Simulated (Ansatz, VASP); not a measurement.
BeS in VASP and in Ansatz

```
Be S
1.0
     0.00000    2.48531    2.48531
     2.48531    0.00000    2.48531
     2.48531    2.48531    0.00000
Be S
1 1
Cartesian
  0.0000 0.0000 0.0000
  2.4853 2.4853 2.4853
```

Alike in both runs: task single point; functional PBEsol; k mesh 6 × 6 × 6; occupations gaussian, width 0.1 eV; no spin polarisation.

```csv
,VASP,Ansatz
version,VASP 6.6.1,Ansatz 0.2.0
potentials or method,"VASP PAW PBE potentials, release 64 (Be, S), cutoff 600 eV","scalar-relativistic, plane waves, PAW"
valence electrons in the cell,8,8
```

Ansatz gave:

* gap on the k mesh at the Fermi level (eV): 0.80
* least direct gap on the mesh (eV): 3.21
* pressure (GPa): -17.1

**Question.** What did VASP give for the same quantities?

**Answer.** gap on the k mesh at the Fermi level (eV): 0.81; least direct gap on the mesh (eV): 3.23; pressure (GPa): -17.0.

VASP's potentials were made for PBE, not for PBEsol.
